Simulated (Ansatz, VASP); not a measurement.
# Ni in VASP and in Ansatz

```
Ni
1.0
     2.26000    0.00000    0.00000
     0.00000    2.26000    0.00000
     0.00000    0.00000    2.26000
Ni
1
Direct
  0.00000 0.00000 0.00000
```

Alike in both runs: task single point; functional LDA; k mesh 23 × 23 × 23; occupations fermi-dirac, width 0.05 eV; collinear spin.

|  | VASP | Ansatz |
| --- | --- | --- |
| version | VASP 6.6.1 | Ansatz 0.2.0 |
| potentials or method | VASP PAW LDA potentials, release 64 (Ni), cutoff 520 eV | plane waves (420 eV) with PAW, scalar-relativistic |
| valence electrons in the cell | 10 | 18 |

Ansatz gave:

| Property | Result |
| --- | --- |
| net moment per atom (μB) | 0.46 |
| size of the moment on the site where the two differ most (μB) | 0.46 |

Question: What did VASP give for the same quantities?

Answer: net moment per atom (μB): 0.42; size of the moment on the site where the two differ most (μB): 0.42.

Ansatz warns that its potentials were made for another functional, while VASP's fit it. LDA's correlation is that of Perdew and Zunger in VASP and of Perdew and Wang (1992) in Ansatz. Site moments also hang on the region over which each program counts them. VASP's potentials hold 10 valence electrons a cell and Ansatz's 18, so a difference there can come from the potentials and not from the codes.
